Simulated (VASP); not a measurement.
The system is SnSe.

```
CELL_PARAMETERS angstrom
0.00000 3.04961 3.04961
3.04961 0.00000 3.04961
3.04961 3.04961 0.00000
ATOMIC_POSITIONS crystal
Sn 0.00000 0.00000 0.00000
Se 0.50000 0.50000 0.50000
```

Base run:

- Program: VASP 6.6.1
- Functional: r2SCAN
- Dispersion: D4
- Potentials or basis: VASP PAW PBE potentials, release 64 (Sn_d, Se)
- Cutoff: 520 eV
- k mesh: 8 × 8 × 8
- Occupations: fermi-dirac, width 0.05 eV
- Spin: no spin polarisation

Its results: band gap on the k mesh 0.28 eV, direct; pressure -2.0 GPa.

Problem. The run is repeated on the same cell with these changes: functional from r2SCAN to PBE. What comes out?

Solution. Band gap on the k mesh 0.42 eV, direct; pressure -1.0 GPa.

Caveats: spin-orbit coupling is left out, which moves the levels of the heavy elements; the PAW data sets were made with another functional, which shifts forces and pressure a little (some runs).

A k mesh can miss the band edges.
